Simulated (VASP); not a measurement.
**Si: single point with PBEsol**

Crystal: Si.

```
Si
1.0
     3.71638    0.00000    0.00000
    -1.85819    3.41756    0.00000
     0.00000    0.00000    6.33262
Si
4
Direct
  0.33333 0.66667 0.06301
  0.66667 0.33333 0.56301
  0.33333 0.66667 0.43699
  0.66667 0.33333 0.93699
```

This cell differs from its parent crystal: strain -0.0300 x Voigt [1, -1, 0, 0, 0, 0].

```yaml
Program: VASP 6.6.1
Task: single point
Functional: PBEsol
Potentials_or_basis: VASP PAW PBE potentials, release 64 (Si)
Cutoff: 520 eV
k_mesh: 12 × 12 × 6
Occupations: gaussian, width 0.03 eV
Spin: no spin polarisation
Dipole_correction: no
Further_INCAR_settings: ALGO = Normal; EDIFF = 1e-06; NBANDS = 16
```

```json
{
 "Pressure": "-0.1 GPa",
 "Largest force": "0.442 eV/Å",
 "Band gap on the k mesh": "zero (bands 8 and 9 overlap by 0.03 eV)"
}
```

Forces in eV/Å, atoms in the order of the input:
```
Si   0.000  0.441  0.023
Si   0.000 -0.441  0.023
Si   0.000  0.441 -0.023
Si   0.000 -0.441 -0.023
```

Stress tensor (GPa, compression positive):
```
 5.15  0.00  0.00
 0.00 -5.06  0.00
 0.00  0.00 -0.25
```

Levels at points of the mesh, in eV from the Fermi level:
```tsv
k point	band 6	band 7	band 8	band 9	band 10	band 11
(0.00, 0.00, 0.00)	-0.47	-0.23	0.03	0.61	1.79	2.17
(0.50, 0.00, 0.00)	-3.41	-3.10	-1.71	0.00	1.92	2.74
(0.00, 0.50, 0.00)	-3.15	-2.80	-1.20	0.61	2.66	2.84
(0.00, 0.00, 0.50)	-1.19	-0.88	-0.88	1.44	1.44	2.69
(0.50, 0.00, 0.50)	-2.75	-2.51	-2.51	0.54	0.54	1.46
(0.00, 0.50, 0.50)	-2.67	-2.17	-2.17	0.98	0.98	1.55
```

It took 85 s on 1 thread of Intel(R) Xeon(R) 6975P-C (Granite Rapids), with other jobs on the host, peak memory 0.28 GiB.

Caveat: the cell differs from its parent crystal (strain -0.0300 x Voigt [1, -1, 0, 0, 0, 0]); the stress differs along the axes, from -5 to 5 GPa; semilocal functionals underestimate gaps, and a narrow one can read as zero; the PAW data sets were made with another functional, which shifts forces and pressure a little.
